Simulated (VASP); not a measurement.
# Zn5S6 (a cell with a defect) in VASP: single point with PBE

Aim: the single point of Zn5S6 (a cell with a defect) with PBE.

All numbers are computed with VASP 6.6.1; they aren't measurements. Logs are shortened: lines on timing, memory, paths and dates and some standing lists are left out, and cuts for length are marked.

## (1) The cell of the first run

The cell holds a defect, 11 atoms: a = 6.305 Å, b = 6.658 Å, c = 6.658 Å, α = 120.00°, β = 90.00°, γ = 90.00°.

## (2) Single point, PBE, collinear spin (atoms taken out, then relaxed in part)

Input file INCAR:

```
ALGO = Normal ; EDIFF = 1E-6
ENCUT = 520 ; GGA = PE
ISIF = 2 ; ISMEAR = 0
ISPIN = 2 ; LASPH = True
LCHARG = False ; LORBIT = 11
LREAL = False ; LWAVE = False
MAGMOM = 0 0 0 0 0 0.5 0 0 0.5 0.5 0.5 ; NBANDS = 63
NELM = 150 ; PREC = Accurate
SIGMA = 0.01
```

Input file KPOINTS:

```
k-points
0
Gamma
  2 2 2
```

Input file POSCAR:

```
Zn5S6
1.0
    0.0000000000      0.0000000000     -6.3046430411
   -5.7661004008     -3.3290596185      0.0000000000
    0.0000000001      6.6581192371      0.0000000000
Zn S
5 6
Direct
    1.0058276675      1.0000000000      0.3333333333
    1.0058276675      0.3333333333      1.0000000000
    0.4966062766      0.3377593747      0.3377593747
    0.4966062766      0.6666666667      0.9955739586
    0.4966062766      0.9955739586      0.6666666667
    0.6206767602      0.6666666667      0.6666666667
    0.6257585928      1.0000000000      0.3333333333
    0.6257585928      0.3333333333      1.0000000000
    0.1255328543      0.3289472360      0.3289472360
    0.1255328543      0.6666666667      1.0043860974
    0.1255328543      1.0043860974      0.6666666667
```

Potentials or basis: VASP PAW PBE potentials, release 64 (Zn, S).

Command:

```sh
$ cat potpaw_PBE.64/Zn/POTCAR potpaw_PBE.64/S/POTCAR > POTCAR
$ mpirun -np 1 vasp_std > vasp.out
```

OUTCAR:

```text
EDIFF = 1E-6
   ENCUT = 520
   GGA = PE
   ISIF = 2
   ISMEAR = 0
   ISPIN = 2
   LASPH = True
   LORBIT = 11
   LREAL = False
   NELM = 150
   PREC = Accurate

 ion  position               nearest neighbor table
   1  0.006  0.000  0.333-  10 2.33   9 2.33  11 2.33   7 2.40
   2  0.006  0.333  0.000-  11 2.33   9 2.33  10 2.33   8 2.40
   3  0.497  0.338  0.338-   6 2.33   9 2.34   8 2.38   7 2.38
   4  0.497  0.667  0.996-   6 2.33  10 2.34   7 2.38   8 2.38
   5  0.497  0.996  0.667-   6 2.33  11 2.34   8 2.38   7 2.38
   6  0.621  0.667  0.667-   4 2.33   5 2.33   3 2.33
   7  0.626  0.000  0.333-   4 2.38   3 2.38   5 2.38   1 2.40
   8  0.626  0.333  0.000-   5 2.38   3 2.38   4 2.38   2 2.40
   9  0.126  0.329  0.329-   2 2.33   1 2.33   3 2.34
  10  0.126  0.667  0.004-   1 2.33   2 2.33   4 2.34
  11  0.126  0.004  0.667-   2 2.33   1 2.33   5 2.34

  LATTYP: Found a hexagonal cell.
 ALAT       =     6.6581192371
 C/A-ratio  =     0.9469105038

  Lattice vectors:

 A1 = (  -5.7661004008,  -3.3290596185,   0.0000000000)
 A2 = (   0.0000000001,   6.6581192371,   0.0000000000)
 A3 = (   0.0000000000,   0.0000000000,  -6.3046430411)

Analysis of symmetry for initial positions (statically):
=====================================================================
 Subroutine PRICEL returns:
 Original cell was already a primitive cell.

 Routine SETGRP: Setting up the symmetry group for a
 hexagonal supercell.

 Subroutine GETGRP returns: Found  6 space group operations
 (whereof  2 operations were pure point group operations)
 out of a pool of 24 trial point group operations.

The static configuration has the point symmetry C_1h.
 The point group associated with its full space group is C_3v.

Analysis of symmetry for dynamics (positions and initial velocities):
=====================================================================
 Subroutine PRICEL returns:
 Original cell was already a primitive cell.

 Routine SETGRP: Setting up the symmetry group for a
 hexagonal supercell.

 Subroutine GETGRP returns: Found  6 space group operations
 (whereof  2 operations were pure point group operations)
 out of a pool of 24 trial point group operations.

The dynamic configuration has the point symmetry C_1h.
 The point group associated with its full space group is C_3v.

Analysis of structural, dynamic, and magnetic symmetry:
=====================================================================
 Subroutine PRICEL returns:
 Original cell was already a primitive cell.

 Routine SETGRP: Setting up the symmetry group for a
 hexagonal supercell.

 Subroutine GETGRP returns: Found  6 space group operations
 (whereof  2 operations were pure point group operations)
 out of a pool of 24 trial point group operations.

The overall configuration has the point symmetry C_1h.
 The point group associated with its full space group is C_3v.

 Subroutine INISYM returns: Found  6 space group operations
 (whereof  2 operations are pure point group operations),
 and found     1 'primitive' translations

----------------------------------------------------------------------------------------

                                     Primitive cell

  volume of cell :     242.0440

  direct lattice vectors                    reciprocal lattice vectors
     0.000000000  0.000000000 -6.304643041     0.000000000  0.000000000 -0.158613262
    -5.766100401 -3.329059619  0.000000000    -0.173427435  0.000000000  0.000000000
     0.000000000  6.658119237  0.000000000    -0.086713717  0.150192564  0.000000000

  length of vectors
     6.304643041  6.658119237  6.658119237     0.158613262  0.173427435  0.173427435

  position of ions in fractional coordinates (direct lattice)
     0.005827668  0.000000000  0.333333333
     0.005827668  0.333333333  1.000000000
     0.496606277  0.337759375  0.337759375
     0.496606277  0.666666667  0.995573959
     0.496606277  0.995573959  0.666666667
     0.620676760  0.666666667  0.666666667
     0.625758593  0.000000000  0.333333333
     0.625758593  0.333333333  1.000000000
     0.125532854  0.328947236  0.328947236
     0.125532854  0.666666667  0.004386097
     0.125532854  0.004386097  0.666666667

  ion indices of the primitive-cell ions
   primitive index   ion index
                 1           1
                 2           2
                 3           3
                 4           4
                 5           5
                 6           6
                 7           7
                 8           8
                 9           9
                10          10
                11          11

----------------------------------------------------------------------------------------

 KPOINTS: k-points

Automatic generation of k-mesh.
 Grid dimensions read from file:
 generate k-points for:    2    2    2

 Generating k-lattice:

  Cartesian coordinates                     Fractional coordinates (reciprocal lattice)
     0.000000000  0.000000000 -0.079306631     0.500000000  0.000000000  0.000000000
    -0.086713717  0.000000000  0.000000000     0.000000000  0.500000000  0.000000000
    -0.043356859  0.075096282  0.000000000     0.000000000 -0.000000000  0.500000000

  Length of vectors
     0.079306631  0.086713717  0.086713717

  Shift w.r.t. Gamma in fractional coordinates (k-lattice)
     0.000000000  0.000000000  0.000000000

 Subroutine IBZKPT returns following result:
 ===========================================

 Found      4 irreducible k-points:

 Following reciprocal coordinates:
            Coordinates               Weight
  0.000000  0.000000  0.000000      1.000000
  0.500000  0.000000  0.000000      1.000000
  0.000000  0.500000  0.000000      3.000000
  0.500000  0.500000  0.000000      3.000000
   k-points           NKPTS =      4   k-points in BZ     NKDIM =      4   number of bands    NBANDS=     63
   number of dos      NEDOS =    301   number of ions     NIONS =     11
   total plane-waves  NPLWV = 120000
   dimension x,y,z NGX =    48 NGY =   50 NGZ =   50
   dimension x,y,z NGXF=    96 NGYF=  100 NGZF=  100
   ions per type =               5   6
   NGX,Y,Z   is equivalent  to a cutoff of  12.66, 12.48, 12.48 a.u.
   NGXF,Y,Z  is equivalent  to a cutoff of  25.31, 24.97, 24.97 a.u.
 SYSTEM =  unknown system
   PREC   = accura    normal or accurate (medium, high low for compatibility)
   ISTART =      0    job   : 0-new  1-cont  2-samecut
   ICHARG =      2    charge: 1-file 2-atom 10-const
   ISPIN  =      2    spin polarized calculation?
   LNONCOLLINEAR =      F non collinear calculations
   LSORBIT =      F    spin-orbit coupling
   LASPH  =      T    aspherical Exc in radial PAW
   ENCUT  =  520.0 eV  38.22 Ry    6.18 a.u.  11.72 12.38 12.38*2*pi/ulx,y,z
   NELM   =    150;   NELMIN=  2; NELMDL= -5     # of ELM steps
   EDIFF  = 0.1E-05   stopping-criterion for ELM
   LREAL  =      F    real-space projection
   EDIFFG = 0.1E-04   stopping-criterion for IOM
   NSW    =      0    number of steps for IOM
   IBRION =     -1    ionic relax: 0-MD 1-quasi-New 2-CG
   NFREE  =      0    steps in history (QN), initial steepest desc. (CG)
   ISIF   =      2    stress and relaxation
   ISYM   =      2    0-nonsym 1-usesym 2-fastsym
   POTIM  = 0.5000    time-step for ionic-motion
   TEBEG  =    0.0;   TEEND  =   0.0 temperature during run
   PSTRESS=    0.0 pullay stress
   NELECT =      96.0000    total number of electrons
   NUPDOWN=      -1.0000    fix difference up-down
   EMIN   =  10.00;   EMAX   =-10.00  energy-range for DOS
   EFERMI =   0.00;   METHOD = LEGACY
   ISMEAR =     0;   SIGMA  =   0.01  broadening in eV -4-tet -1-fermi 0-gaus
   EFERMI_NEDOS =   21; number of points for ismear=-14 and -15
   IALGO  =     38    algorithm
   IMIX   =      4    mixing-type and parameters
     AMIX     =   0.40;   BMIX     =  1.00
     AMIX_MAG =   1.60;   BMIX_MAG =  1.00
  volume/ion in A,a.u.               =      22.00       148.49
  Fermi-wavevector in a.u.,A,eV,Ry     =   1.202820  2.272999 19.684568  1.446775
  Thomas-Fermi vector in A             =   2.338590
   LORBIT       =     11    0 simple, 1 ext, 2 COOP (PROOUT), +10 PAW based schemes
   GGA     = PE    functional components
   LHFCALC =     F    Hartree Fock is set to
   AEXX    =    0.0000 exact exchange contribution
   IVDW    =     0    specifies the selected vdW correction
   LEPSILON=     F    determine dielectric tensor
   LRPA    =     F    only Hartree local field effects (RPA)
 spin polarized calculation
 Gauss-broadening in eV      SIGMA  =   0.01
  energy-cutoff  :      520.00
  volume of cell :      242.04
 maximum number of plane-waves:      6588
 NGX is ok and might be reduce to    48
   NGX = 23   NGY = 25   NGZ = 25

 number of electron      96.0000007 magnetization       0.7500952

 Free energy of the ion-electron system (eV)
  ---------------------------------------------------
  ext. energy  EPLUGINS =         0.00000000
  ---------------------------------------------------
  free energy    TOTEN  =       -35.91127484 eV

  energy without entropy =      -35.91127484  energy(sigma->0) =      -35.91127484

 E-fermi :   0.9736     XC(G=0):  -9.1007

 val. band max:        0.9114799725   @ k =   0.5000   0.0000   0.0000
 cond. band min:       1.0523613426   @ k =   0.0000   0.5000   0.0000
 fundamental gap:      0.1408813702
 Fermi energy:         0.9735994834

 spin component 1

 k-point     1 :       0.0000    0.0000    0.0000
  band No.  band energies     occupation
      1     -11.5620      1.00000
      2     -10.6971      1.00000
      3     -10.6398      1.00000
      4     -10.4427      1.00000
      5     -10.4427      1.00000
      6     -10.3963      1.00000
[... 241 lines left out ...]
     59       7.3549      0.00000
     60       7.4575      0.00000
 Fermi energy:         0.9735994834

 spin component 2

 k-point     1 :       0.0000    0.0000    0.0000
  band No.  band energies     occupation
      1     -11.4892      1.00000
      2     -10.6120      1.00000
      3     -10.6023      1.00000
      4     -10.3098      1.00000
      5     -10.3098      1.00000
      6     -10.2456      1.00000
[... 241 lines left out ...]
     59       7.3952      0.00000
     60       7.4955      0.00000
 [bands above 60 left out]

------------------------ aborting loop because EDIFF is reached ----------------------------------------

  FORCE on cell =-STRESS in cart. coord.  units (eV):
  Direction    XX          YY          ZZ          XY          YZ          ZX
  --------------------------------------------------------------------------------------
  -------------------------------------------------------------------------------------
  Total       -2.5718980     -2.5718980     -1.5001849     -0.0000000      0.0000000     -0.0000000
  in kB      -17.0243306    -17.0243306     -9.9302710     -0.0000000      0.0000000     -0.0000000
  external PRESSURE =     -14.6596441 kB  Pullay stress =       0.0000000 kB

 VOLUME and BASIS-vectors are now :
 -----------------------------------------------------------------------------
  energy-cutoff  :      520.00
  volume of cell :      242.04
      direct lattice vectors                 reciprocal lattice vectors
     0.000000000  0.000000000 -6.304643041     0.000000000  0.000000000 -0.158613262
    -5.766100401 -3.329059619  0.000000000    -0.173427435  0.000000000  0.000000000
     0.000000000  6.658119237  0.000000000    -0.086713717  0.150192564  0.000000000

 POSITION                                       TOTAL-FORCE (eV/Angst)
 -----------------------------------------------------------------------------------
      0.00000      2.21937     -0.03674         0.000000      0.000000     -0.004738
     -1.92203     -1.10969     -0.03674        -0.000000     -0.000000     -0.004738
     -1.94755      1.12442     -3.13093        -0.004118      0.002377      0.000166
     -3.84407      4.40928     -3.13093        -0.000000     -0.004755      0.000166
     -5.74058      1.12442     -3.13093         0.004118      0.002377      0.000166
     -3.84407      2.21937     -3.91315        -0.000000     -0.000000     -0.024899
      0.00000      2.21937     -3.94518         0.000000      0.000000     -0.003597
     -1.92203     -1.10969     -3.94518         0.000000     -0.000000     -0.003597
     -1.89674      1.09508     -0.79144        -0.013569      0.007834      0.013691
     -3.84407     -2.19017     -0.79144        -0.000000     -0.015668      0.013691
     -0.02529      4.42414     -0.79144         0.013569      0.007834      0.013691
 -----------------------------------------------------------------------------------
    total drift:                               -0.000257      0.000105     -0.000428

  FREE ENERGIE OF THE ION-ELECTRON SYSTEM (eV)
  ---------------------------------------------------
  free  energy   TOTEN  =       -35.9112748371 eV

  energy  without entropy=      -35.9112748371  energy(sigma->0) =      -35.91127484

 total charge

# of ion       s       p       d       tot
------------------------------------------
    1        0.525   0.469   9.775  10.769
    2        0.525   0.469   9.775  10.769
    3        0.518   0.461   9.783  10.762
    4        0.518   0.461   9.783  10.762
    5        0.518   0.461   9.783  10.762
    6        1.335   2.355   0.000   3.690
    7        1.322   2.396   0.000   3.718
    8        1.322   2.396   0.000   3.718
    9        1.342   2.333   0.000   3.675
   10        1.342   2.333   0.000   3.675
   11        1.342   2.333   0.000   3.675
--------------------------------------------------
tot         10.609  16.467  48.898  75.975

 magnetization (x)

# of ion       s       p       d       tot
------------------------------------------
    1       -0.002   0.000   0.010   0.009
    2       -0.002   0.000   0.010   0.009
    3       -0.002   0.002   0.009   0.009
    4       -0.002   0.002   0.009   0.009
    5       -0.002   0.002   0.009   0.009
    6        0.005   0.121   0.000   0.126
    7        0.000   0.019   0.000   0.020
    8        0.000   0.019   0.000   0.020
    9        0.003   0.093   0.000   0.096
   10        0.003   0.093   0.000   0.096
   11        0.003   0.093   0.000   0.096
--------------------------------------------------
tot          0.005   0.446   0.046   0.497
```

Run time: 75 s. Hardware: 1 thread of Intel Xeon 6975P-C (Granite Rapids), shared host; peak memory 0.45 GiB.

Results:

```yaml
Free_energy: -35.9113 eV
Pressure: -1.5 GPa
Largest_force: 0.025 eV/Å
Net_moment: 0.75 μB per cell
Site_moments: Zn +0.01; S +0.13, +0.02, +0.10 (each value once) μB
Valence_electrons_inside_the_program's_atomic_spheres: Zn 10.77, 10.76 (each value once); S 3.69, 3.72, 3.67 (each value once)
```

Forces in eV/Å, atoms in the order of the input:
```
Zn   0.000  0.000 -0.005
Zn   0.000  0.000 -0.005
Zn  -0.004  0.002  0.000
Zn   0.000 -0.005  0.000
Zn   0.004  0.002  0.000
S    0.000  0.000 -0.025
S    0.000  0.000 -0.004
S    0.000  0.000 -0.004
S   -0.014  0.008  0.014
S    0.000 -0.016  0.014
S    0.014  0.008  0.014
```

Stress tensor (GPa, compression positive):
```
-1.70  0.00  0.00
 0.00 -1.70  0.00
 0.00  0.00 -0.99
```

Caveat: the k points lie up to 0.54 Å⁻¹ apart; the cell differs from its parent crystal (atoms taken out, then relaxed in part); a moment this small can come from the mesh or the smearing.
